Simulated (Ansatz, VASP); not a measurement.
CuO: VASP and Ansatz over several settings

```xyz
4
Lattice="2.3574 -1.7226 0.0000 2.3574 1.7226 0.0000 -0.8557 0.0000 5.0914" Properties=species:S:1:pos:R:3 pbc="T T T"
Cu    0.7509   -0.8613    2.5457
Cu    1.1787    0.8613    0.0000
O     1.7156    0.2811    3.8185
O     2.1434   -0.2811    1.2728
```

Single points on this cell with VASP 6.6.1 and Ansatz 0.2.0. Each row is one pair of runs. Alike in all rows: spin: off; k mesh: 10 × 10 × 5; smearing: fermi-dirac, width 0.05 eV; VASP's potentials, cutoff: VASP PAW PBE potentials, release 64 (Cu, O), 520 eV; Ansatz's potentials, cutoff: Ansatz PAW, 420 eV.

```csv
level,"gap on the k mesh at the Fermi level (eV), VASP","gap on the k mesh at the Fermi level (eV), Ansatz","pressure (GPa), VASP","pressure (GPa), Ansatz","rms of the force components (eV/Å), VASP","rms of the force components (eV/Å), Ansatz"
BLYP,none,none,9.5,8.7,0.097,0.117
SVWN5,none,?,-12.1,?,0.201,?
PBE+D3(BJ),none,none,-1.5,-2.2,0.115,0.132
```

Problem. Fill in what Ansatz gave in row 2.

Solution. gap on the k mesh at the Fermi level (eV): none; pressure (GPa): -12.8; rms of the force components (eV/Å): 0.216.

VASP's potentials hold 34 valence electrons a cell and Ansatz's 50, so a difference there can come from the potentials and not from the codes.

A gap of «none» marks a metal or a gap that the smearing closes.
